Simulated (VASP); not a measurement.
# Ti (P6_3/mmc) in VASP: notebook

The runs below take Ti through electric field gradients, with PBEsol.

Everything below comes from runs of VASP 6.6.1. Logs are shortened: lines on timing, memory, paths and dates and some standing lists are left out, and cuts for length are marked.

## Step 1: The cell of the first run

Symmetry: P6_3/mmc, No. 194, hexagonal system. Conventional cell: a = 2.950 Å, b = 2.950 Å, c = 4.680 Å, α = 90.00°, β = 90.00°, γ = 120.00°. Within 3.8 Å of Ti (site symmetry -6m2) lie 12 Ti at 2.89 to 2.95 Å.

## Step 2: Electric field gradients, PBEsol

Input file INCAR:

```
PREC = Accurate
ENCUT = 400
EDIFF = 1E-8
ISMEAR = -1
SIGMA = 0.05
LREAL = F
LASPH = T
NELM = 120
ALGO = Normal
ISIF = 2
LWAVE = F
LCHARG = F
GGA = PS
LEFG = T
NBANDS = 19
GGA_COMPAT = F
```

Input file KPOINTS:

```
regular mesh
0
Gamma
  11 11 6
```

Input file POSCAR:

```
Ti
1.0
    2.9500000000      0.0000000000      0.0000000000
   -1.4750000000      2.5547749412      0.0000000000
    0.0000000000      0.0000000000      4.6800000000
Ti
2
Direct
    0.3333333333      0.6666666667      0.2500000000
    0.6666666667      0.3333333333      0.7500000000
```

Potentials or basis: VASP PAW PBE potentials, release 64 (Ti_sv).

Started as:

```bash
> cat potpaw_PBE.64/Ti_sv/POTCAR > POTCAR
> mpirun -np 1 vasp_std > vasp.out
```

OUTCAR:

```text
PREC = Accurate
   ENCUT = 400
   EDIFF = 1E-8
   ISMEAR = -1
   LREAL = F
   LASPH = T
   NELM = 120
   ISIF = 2
   GGA = PS

 ion  position               nearest neighbor table
   1  0.333  0.667  0.250-   2 2.89   2 2.89   2 2.89   2 2.89   2 2.89   2 2.89
   2  0.667  0.333  0.750-   1 2.89   1 2.89   1 2.89   1 2.89   1 2.89   1 2.89

  LATTYP: Found a hexagonal cell.
 ALAT       =     2.9500000000
 C/A-ratio  =     1.5864406780

  Lattice vectors:

 A1 = (   2.9500000000,   0.0000000000,   0.0000000000)
 A2 = (  -1.4750000000,   2.5547749412,   0.0000000000)
 A3 = (   0.0000000000,   0.0000000000,   4.6800000000)

Analysis of symmetry for initial positions (statically):
=====================================================================
 Subroutine PRICEL returns:
 Original cell was already a primitive cell.

 Routine SETGRP: Setting up the symmetry group for a
 hexagonal supercell.

 Subroutine GETGRP returns: Found 24 space group operations
 (whereof 12 operations were pure point group operations)
 out of a pool of 24 trial point group operations.

The static configuration has the point symmetry D_3d.
 The point group associated with its full space group is D_6h.

Analysis of symmetry for dynamics (positions and initial velocities):
=====================================================================
 Subroutine PRICEL returns:
 Original cell was already a primitive cell.

 Routine SETGRP: Setting up the symmetry group for a
 hexagonal supercell.

 Subroutine GETGRP returns: Found 24 space group operations
 (whereof 12 operations were pure point group operations)
 out of a pool of 24 trial point group operations.

The dynamic configuration has the point symmetry D_3d.
 The point group associated with its full space group is D_6h.

 Subroutine INISYM returns: Found 24 space group operations
 (whereof 12 operations are pure point group operations),
 and found     1 'primitive' translations

----------------------------------------------------------------------------------------

                                     Primitive cell

  volume of cell :      35.2712

  direct lattice vectors                    reciprocal lattice vectors
     2.950000000  0.000000000  0.000000000     0.338983051  0.195711956  0.000000000
    -1.475000000  2.554774941  0.000000000     0.000000000  0.391423911  0.000000000
     0.000000000  0.000000000  4.680000000     0.000000000  0.000000000  0.213675214

  length of vectors
     2.950000000  2.950000000  4.680000000     0.391423911  0.391423911  0.213675214

  position of ions in fractional coordinates (direct lattice)
     0.333333333  0.666666667  0.250000000
     0.666666667  0.333333333  0.750000000

  ion indices of the primitive-cell ions
   primitive index   ion index
                 1           1
                 2           2

----------------------------------------------------------------------------------------

 KPOINTS: regular mesh

Automatic generation of k-mesh.
 Grid dimensions read from file:
 generate k-points for:   11   11    6

 Generating k-lattice:

  Cartesian coordinates                     Fractional coordinates (reciprocal lattice)
     0.030816641  0.017791996  0.000000000     0.090909091 -0.000000000  0.000000000
     0.000000000  0.035583992  0.000000000     0.000000000  0.090909091  0.000000000
     0.000000000  0.000000000  0.035612536     0.000000000  0.000000000  0.166666667

  Length of vectors
     0.035583992  0.035583992  0.035612536

  Shift w.r.t. Gamma in fractional coordinates (k-lattice)
     0.000000000  0.000000000  0.000000000

 Subroutine IBZKPT returns following result:
 ===========================================

 Found     64 irreducible k-points:

 Following reciprocal coordinates:
            Coordinates               Weight
  0.000000  0.000000  0.000000      1.000000
  0.090909  0.000000  0.000000      6.000000
  0.181818 -0.000000  0.000000      6.000000
  0.272727  0.000000  0.000000      6.000000
  0.363636  0.000000  0.000000      6.000000
  0.454545  0.000000  0.000000      6.000000
[... 16 lines left out ...]
  0.090909  0.090909  0.166667     12.000000
  0.181818  0.090909  0.166667     24.000000
 [... further k-points ...]
   k-points           NKPTS =     64   k-points in BZ     NKDIM =     64   number of bands    NBANDS=     19
   number of dos      NEDOS =    301   number of ions     NIONS =      2
   total plane-waves  NPLWV =  12800
   dimension x,y,z NGX =    20 NGY =   20 NGZ =   32
   dimension x,y,z NGXF=    40 NGYF=   40 NGZF=   64
   ions per type =               2
   NGX,Y,Z   is equivalent  to a cutoff of  11.27, 11.27, 11.37 a.u.
   NGXF,Y,Z  is equivalent  to a cutoff of  22.54, 22.54, 22.73 a.u.
 SYSTEM =  unknown system
   PREC   = accura    normal or accurate (medium, high low for compatibility)
   ISTART =      0    job   : 0-new  1-cont  2-samecut
   ICHARG =      2    charge: 1-file 2-atom 10-const
   ISPIN  =      1    spin polarized calculation?
   LNONCOLLINEAR =      F non collinear calculations
   LSORBIT =      F    spin-orbit coupling
   LASPH  =      T    aspherical Exc in radial PAW
   ENCUT  =  400.0 eV  29.40 Ry    5.42 a.u.   4.81  4.81  7.63*2*pi/ulx,y,z
   NELM   =    120;   NELMIN=  2; NELMDL= -5     # of ELM steps
   EDIFF  = 0.1E-07   stopping-criterion for ELM
   LREAL  =      F    real-space projection
   EDIFFG = 0.1E-06   stopping-criterion for IOM
   NSW    =      0    number of steps for IOM
   IBRION =     -1    ionic relax: 0-MD 1-quasi-New 2-CG
   NFREE  =      0    steps in history (QN), initial steepest desc. (CG)
   ISIF   =      2    stress and relaxation
   ISYM   =      2    0-nonsym 1-usesym 2-fastsym
   POTIM  = 0.5000    time-step for ionic-motion
   TEBEG  =    0.0;   TEEND  =   0.0 temperature during run
   PSTRESS=    0.0 pullay stress
   NELECT =      24.0000    total number of electrons
   NUPDOWN=      -1.0000    fix difference up-down
   EMIN   =  10.00;   EMAX   =-10.00  energy-range for DOS
   EFERMI =   0.00;   METHOD = LEGACY
   ISMEAR =    -1;   SIGMA  =   0.05  broadening in eV -4-tet -1-fermi 0-gaus
   EFERMI_NEDOS =   21; number of points for ismear=-14 and -15
   IALGO  =     38    algorithm
   IMIX   =      4    mixing-type and parameters
     AMIX     =   0.40;   BMIX     =  1.00
     AMIX_MAG =   1.60;   BMIX_MAG =  1.00
  volume/ion in A,a.u.               =      17.64       119.01
  Fermi-wavevector in a.u.,A,eV,Ry     =   1.439920  2.721055 28.209912  2.073370
  Thomas-Fermi vector in A             =   2.558722
   LORBIT       =      0    0 simple, 1 ext, 2 COOP (PROOUT), +10 PAW based schemes
   GGA     = PS    functional components
   LHFCALC =     F    Hartree Fock is set to
   AEXX    =    0.0000 exact exchange contribution
   IVDW    =     0    specifies the selected vdW correction
   LEPSILON=     F    determine dielectric tensor
   LRPA    =     F    only Hartree local field effects (RPA)
 non-spin polarized calculation
  energy-cutoff  :      400.00
  volume of cell :       35.27
 maximum number of plane-waves:       663
 NGX is ok and might be reduce to    20
   NGX =  9   NGY =  9   NGZ = 15

 number of electron      24.0000006 magnetization

 Free energy of the ion-electron system (eV)
  ---------------------------------------------------
  ext. energy  EPLUGINS =         0.00000000
  ---------------------------------------------------
  free energy    TOTEN  =       -16.63565352 eV

  energy without entropy =      -16.61568307  energy(sigma->0) =      -16.62566829

 E-fermi :   8.0560     XC(G=0): -11.5628

 val. band max:        8.0450469564   @ k =   0.0000   0.0000   0.3333
 cond. band min:       8.0655932031   @ k =   0.0909   0.0000   0.1667
 fundamental gap:      0.0205462466
 Fermi energy:         8.0559945688

 k-point     1 :       0.0000    0.0000    0.0000
  band No.  band energies     occupation
      1     -48.5913      2.00000
      2     -48.4592      2.00000
      3     -25.2738      2.00000
      4     -24.6525      2.00000
      5     -24.6525      2.00000
      6     -24.5917      2.00000
[... 11 lines left out ...]
     18       9.6519      0.00000
     19      11.1553      0.00000
[... 485 lines left out ...]
 k-point    24 :       0.1818    0.0909    0.1667
  band No.  band energies     occupation
      1     -48.5364      2.00000
      2     -48.4497      2.00000
      3     -25.1429      2.00000
      4     -24.8379      2.00000
      5     -24.8097      2.00000
      6     -24.7142      2.00000
[... 11 lines left out ...]
     18      10.3181      0.00000
     19      11.3332      0.00000

 [... further k-points ...]

------------------------ aborting loop because EDIFF is reached ----------------------------------------

  FORCE on cell =-STRESS in cart. coord.  units (eV):
  Direction    XX          YY          ZZ          XY          YZ          ZX
  --------------------------------------------------------------------------------------
  -------------------------------------------------------------------------------------
  Total       -1.4374297     -1.4374297     -1.5010368      0.0000000     -0.0000000      0.0000000
  in kB      -65.2945123    -65.2945123    -68.1838304      0.0000000     -0.0000000      0.0000000
  external PRESSURE =     -66.2576183 kB  Pullay stress =       0.0000000 kB

 VOLUME and BASIS-vectors are now :
 -----------------------------------------------------------------------------
  energy-cutoff  :      400.00
  volume of cell :       35.27
      direct lattice vectors                 reciprocal lattice vectors
     2.950000000  0.000000000  0.000000000     0.338983051  0.195711956  0.000000000
    -1.475000000  2.554774941  0.000000000     0.000000000  0.391423911  0.000000000
     0.000000000  0.000000000  4.680000000     0.000000000  0.000000000  0.213675214

 POSITION                                       TOTAL-FORCE (eV/Angst)
 -----------------------------------------------------------------------------------
     -0.00000      1.70318      1.17000        -0.000000      0.000000      0.000000
      1.47500      0.85159      3.51000         0.000000     -0.000000      0.000000
 -----------------------------------------------------------------------------------
    total drift:                               -0.000000      0.000000     -0.000000

  FREE ENERGIE OF THE ION-ELECTRON SYSTEM (eV)
  ---------------------------------------------------
  free  energy   TOTEN  =       -16.6356535161 eV

  energy  without entropy=      -16.6156830703  energy(sigma->0) =      -16.62566829

 Electric field gradients (V/A^2)
---------------------------------------------------------------------
 ion       V_xx      V_yy      V_zz      V_xy      V_xz      V_yz
---------------------------------------------------------------------
   1      -8.437    -8.434    16.871     0.003     0.000    -0.000
   2      -8.437    -8.434    16.871     0.003    -0.000     0.000
---------------------------------------------------------------------

 Electric field gradients after diagonalization (V/A^2)
 (convention: |V_zz| > |V_xx| > |V_yy|)
----------------------------------------------------------------------
 ion       V_xx      V_yy      V_zz     asymmetry (V_yy - V_xx)/ V_zz
----------------------------------------------------------------------
   1      -8.438    -8.432    16.871       0.000
   2      -8.438    -8.432    16.871       0.000
----------------------------------------------------------------------

           NMR quadrupolar parameters

 Cq : quadrupolar parameter    Cq=e*Q*V_zz/h
 eta: asymmetry parameters     (V_yy - V_xx)/ V_zz
 Q  : nuclear electric quadrupole moment in mb (millibarn)
----------------------------------------------------------------------
 ion       Cq(MHz)       eta       Q (mb)
----------------------------------------------------------------------
   1       0.041       0.000       1.000
   2       0.041       0.000       1.000
----------------------------------------------------------------------
```

Wall time 62 s (1 thread of Intel Xeon 8259CL, shared host); peak memory 0.15 GiB.

Results:

- Free energy: -16.6357 eV
- Pressure: -6.6 GPa
- Band gap on the k mesh: zero (bands 12 and 13 overlap by 1.00 eV)
- Largest electric field gradient by atom: Ti +16.9 V/Å²

Electric field gradients, principal values (V/Å²):
```csv
atom,least,middle,greatest (by size)
1 Ti,-8.432,-8.438,16.871
2 Ti,-8.432,-8.438,16.871
```

Caveat: the cell stands under tension; without QUAD_EFG the Cq values of the log hold for a quadrupole moment of 1 mb, not for the nuclei; the PAW data sets were made with another functional, which shifts forces and pressure a little.

## Step 3: Electric field gradients, PBEsol

Input file INCAR:

```
SYSTEM = Ti
ALGO = Normal ; EDIFF = 1E-8
ENCUT = 400 ; GGA = PS
GGA_COMPAT = .FALSE. ; ISIF = 2
ISMEAR = -1 ; LASPH = .TRUE.
LCHARG = .FALSE. ; LEFG = .TRUE.
LREAL = .FALSE. ; LWAVE = .FALSE.
NBANDS = 19 ; NELM = 120
PREC = Accurate ; SIGMA = 0.05
```

Input file KPOINTS:

```
k-points
0
G
  11 11 6
  0 0 0
```

POSCAR is that of step 2.

Potentials or basis: VASP PAW PBE potentials, release 64 (Ti_sv).

Started as:

```bash
> cat potpaw_PBE.64/Ti_sv/POTCAR > POTCAR
> mpirun -np 1 vasp_std > vasp.out
```

OUTCAR:

```text
SYSTEM = Ti
   EDIFF = 1E-8
   ENCUT = 400
   GGA = PS
   ISIF = 2
   ISMEAR = -1
   LASPH = .TRUE.
   LREAL = .FALSE.
   NELM = 120
   PREC = Accurate

 ion  position               nearest neighbor table
   1  0.333  0.667  0.250-   2 2.89   2 2.89   2 2.89   2 2.89   2 2.89   2 2.89
   2  0.667  0.333  0.750-   1 2.89   1 2.89   1 2.89   1 2.89   1 2.89   1 2.89

  LATTYP: Found a hexagonal cell.
 ALAT       =     2.9500000000
 C/A-ratio  =     1.5864406780

  Lattice vectors:

 A1 = (   2.9500000000,   0.0000000000,   0.0000000000)
 A2 = (  -1.4750000000,   2.5547749412,   0.0000000000)
 A3 = (   0.0000000000,   0.0000000000,   4.6800000000)

Analysis of symmetry for initial positions (statically):
=====================================================================
 Subroutine PRICEL returns:
 Original cell was already a primitive cell.

 Routine SETGRP: Setting up the symmetry group for a
 hexagonal supercell.

 Subroutine GETGRP returns: Found 24 space group operations
 (whereof 12 operations were pure point group operations)
 out of a pool of 24 trial point group operations.

The static configuration has the point symmetry D_3d.
 The point group associated with its full space group is D_6h.

Analysis of symmetry for dynamics (positions and initial velocities):
=====================================================================
 Subroutine PRICEL returns:
 Original cell was already a primitive cell.

 Routine SETGRP: Setting up the symmetry group for a
 hexagonal supercell.

 Subroutine GETGRP returns: Found 24 space group operations
 (whereof 12 operations were pure point group operations)
[... 159 lines left out ...]
  band No.  band energies     occupation
      1     -48.5913      2.00000
      2     -48.4592      2.00000
      3     -25.2738      2.00000
      4     -24.6525      2.00000
      5     -24.6525      2.00000
      6     -24.5917      2.00000
[... 505 lines left out ...]
      6     -24.7142      2.00000
[... 11 lines left out ...]
     18      10.3181      0.00000
     19      11.3332      0.00000

 [... further k-points ...]

------------------------ aborting loop because EDIFF is reached ----------------------------------------

  FORCE on cell =-STRESS in cart. coord.  units (eV):
  Direction    XX          YY          ZZ          XY          YZ          ZX
  --------------------------------------------------------------------------------------
  -------------------------------------------------------------------------------------
  Total       -1.4374297     -1.4374297     -1.5010368      0.0000000     -0.0000000      0.0000000
  in kB      -65.2945123    -65.2945123    -68.1838304      0.0000000     -0.0000000      0.0000000
  external PRESSURE =     -66.2576183 kB  Pullay stress =       0.0000000 kB

 VOLUME and BASIS-vectors are now :
 -----------------------------------------------------------------------------
  energy-cutoff  :      400.00
  volume of cell :       35.27
      direct lattice vectors                 reciprocal lattice vectors
     2.950000000  0.000000000  0.000000000     0.338983051  0.195711956  0.000000000
    -1.475000000  2.554774941  0.000000000     0.000000000  0.391423911  0.000000000
     0.000000000  0.000000000  4.680000000     0.000000000  0.000000000  0.213675214

 POSITION                                       TOTAL-FORCE (eV/Angst)
 -----------------------------------------------------------------------------------
     -0.00000      1.70318      1.17000        -0.000000      0.000000      0.000000
      1.47500      0.85159      3.51000         0.000000     -0.000000      0.000000
 -----------------------------------------------------------------------------------
    total drift:                               -0.000000      0.000000     -0.000000

  FREE ENERGIE OF THE ION-ELECTRON SYSTEM (eV)
  ---------------------------------------------------
  free  energy   TOTEN  =       -16.6356535161 eV

  energy  without entropy=      -16.6156830703  energy(sigma->0) =      -16.62566829

 Electric field gradients (V/A^2)
---------------------------------------------------------------------
 ion       V_xx      V_yy      V_zz      V_xy      V_xz      V_yz
---------------------------------------------------------------------
   1      -8.437    -8.434    16.871     0.003     0.000    -0.000
   2      -8.437    -8.434    16.871     0.003    -0.000     0.000
---------------------------------------------------------------------

 Electric field gradients after diagonalization (V/A^2)
 (convention: |V_zz| > |V_xx| > |V_yy|)
----------------------------------------------------------------------
 ion       V_xx      V_yy      V_zz     asymmetry (V_yy - V_xx)/ V_zz
----------------------------------------------------------------------
   1      -8.438    -8.432    16.871       0.000
   2      -8.438    -8.432    16.871       0.000
----------------------------------------------------------------------

           NMR quadrupolar parameters

 Cq : quadrupolar parameter    Cq=e*Q*V_zz/h
 eta: asymmetry parameters     (V_yy - V_xx)/ V_zz
 Q  : nuclear electric quadrupole moment in mb (millibarn)
----------------------------------------------------------------------
 ion       Cq(MHz)       eta       Q (mb)
----------------------------------------------------------------------
   1       0.041       0.000       1.000
   2       0.041       0.000       1.000
----------------------------------------------------------------------
```

OSZICAR:

```text
N       E                     dE             d eps       ncg     rms          rms(c)
DAV:   1     0.238447198350E+03    0.23845E+03   -0.11389E+04  2448   0.134E+03
DAV:   2     0.100613074147E+02   -0.22839E+03   -0.22457E+03  2531   0.399E+02
DAV:   3    -0.178431132006E+02   -0.27904E+02   -0.27594E+02  4495   0.117E+02
[... 11 lines left out ...]
DAV:  15    -0.166356536141E+02   -0.18991E-06   -0.17897E-08  1857   0.103E-03    0.363E-04
DAV:  16    -0.166356535709E+02    0.43225E-07   -0.23275E-09  1297   0.434E-04    0.131E-04
DAV:  17    -0.166356535342E+02    0.36666E-07   -0.95368E-10  1294   0.275E-04    0.340E-05
DAV:  18    -0.166356535217E+02    0.12492E-07   -0.35300E-10  1294   0.166E-04    0.105E-05
DAV:  19    -0.166356535161E+02    0.56489E-08   -0.16125E-10  1264   0.103E-04
   1 F= -.16635654E+02 E0= -.16625668E+02  d E =-.199704E-01
```

Wall time 59 s (1 thread of Intel Xeon 8259CL, shared host); peak memory 0.15 GiB.

What came out:

```
Free energy                             : -16.6357 eV
Pressure                                : -6.6 GPa
Band gap on the k mesh                  : zero (bands 12 and 13 overlap by 1.00 eV)
Largest electric field gradient by atom : Ti +16.9 V/Å²
```

Electric field gradients, principal values (V/Å²):
```
atom   least  middle  greatest (by size)
1 Ti  -8.432  -8.438              16.871
2 Ti  -8.432  -8.438              16.871
```

Caveat: the cell stands under tension; without QUAD_EFG the Cq values of the log hold for a quadrupole moment of 1 mb, not for the nuclei; the PAW data sets were made with another functional, which shifts forces and pressure a little.
